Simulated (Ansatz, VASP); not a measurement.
**BN in VASP and in Ansatz**

```
CELL_PARAMETERS angstrom
2.48834 0.00000 0.00000
-1.24417 2.15497 0.00000
0.00000 0.00000 6.49548
ATOMIC_POSITIONS crystal
B 0.33333 0.66667 0.25000
B 0.66667 0.33333 0.75000
N 0.33333 0.66667 0.75000
N 0.66667 0.33333 0.25000
```

Alike in both runs: task single point; functional HSE06; k mesh 8 × 8 × 4; occupations fermi-dirac, width 0.01 eV; no spin polarisation.

|  | VASP | Ansatz |
| --- | --- | --- |
| version | VASP 6.6.1 | Ansatz 0.2.0 |
| potentials or method | VASP PAW PBE potentials, release 64 (B, N), cutoff 520 eV | plane-wave PAW DFT |
| valence electrons in the cell | 16 | 16 |

VASP gave:

* gap on the k mesh at the Fermi level (eV): 5.56

Q: What did Ansatz give for the same quantities?

A: gap on the k mesh at the Fermi level (eV): 5.57.

With one functional, cell and mesh, what is left measures potentials, basis and numerics.
